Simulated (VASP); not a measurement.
ZrH2: single point with PBEsol

ZrH2:

```xyz
3
Lattice="0.0000 2.3931 2.3931 2.3931 0.0000 2.3931 2.3931 2.3931 0.0000" Properties=species:S:1:pos:R:3 pbc="T T T"
Zr    0.0000    0.0000    0.0000
H     3.5896    3.5896    3.5896
H     1.1965    1.1965    1.1965
```

```yaml
Program: VASP 6.6.1
Task: single point
Functional: PBEsol
Potentials_or_basis: VASP PAW PBE potentials, release 64 (Zr_sv, H)
Cutoff: 520 eV
k_mesh: 10 × 10 × 10
Occupations: fermi-dirac, width 0.1 eV
Spin: no spin polarisation
```

The pressure is -1.9 GPa. The band gap on the k mesh is zero (band 7 reaches 8.93 eV, above the bottom of band 8 at 8.13 eV).

Levels at points of the mesh, in eV from the Fermi level:
```tsv
k point	band 4	band 5	band 6	band 7	band 8	band 9	band 10	band 11
(0.00, 0.00, 0.00)	-26.88	-9.66	-1.26	-0.33	-0.33	-0.33	2.32	2.32
(0.50, 0.00, 0.00)	-26.97	-7.46	-4.41	-0.21	-0.21	3.71	3.71	4.67
(0.50, 0.50, 0.00)	-27.11	-6.59	-4.50	-3.42	3.89	3.95	3.95	6.74
```

It took 8.7 s on 1 thread of Intel(R) Xeon(R) 6975P-C (Granite Rapids), on a shared host, peak memory 0.17 GiB.

Caveat: the PAW data sets were made with another functional, which shifts forces and pressure a little.
